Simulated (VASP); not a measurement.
Here is a VASP 6.6.1 calculation.

Contents of INCAR:

```
SYSTEM = Hg
ALGO = Normal
EDIFF = 1E-6
ENCUT = 550
GGA_COMPAT = .False.
ISIF = 2
ISMEAR = -1
LASPH = .True.
LCHARG = .False.
LREAL = .False.
LWAVE = .False.
NBANDS = 16
NELM = 120
PREC = Accurate
SIGMA = 0.1
```

KPOINTS

```
k-points
0
Gamma
  14 14 14
  0 0 0
```

POSCAR

```
Hg
1.0
    0.0000000000      2.1639077590      2.1639077590
    2.1639077590      0.0000000000      2.1639077590
    2.1639077590      2.1639077590      0.0000000000
Hg
1
Direct
    0.0000000000      0.0000000000      0.0000000000
```

Potentials or basis: VASP PAW LDA potentials, release 64 (Hg_sv_GW).

Command:

```console
$ cat potpaw_LDA.64/Hg_sv_GW/POTCAR > POTCAR
$ mpirun -np 1 vasp_std > vasp.out
```

Estimate the band gap on the k mesh.

zero (bands 10 and 11 overlap by 2.06 eV).

Estimate the pressure.

5.7 GPa.

Caveat: the cell stands under pressure; spin-orbit coupling is left out, which moves the levels of the heavy elements.
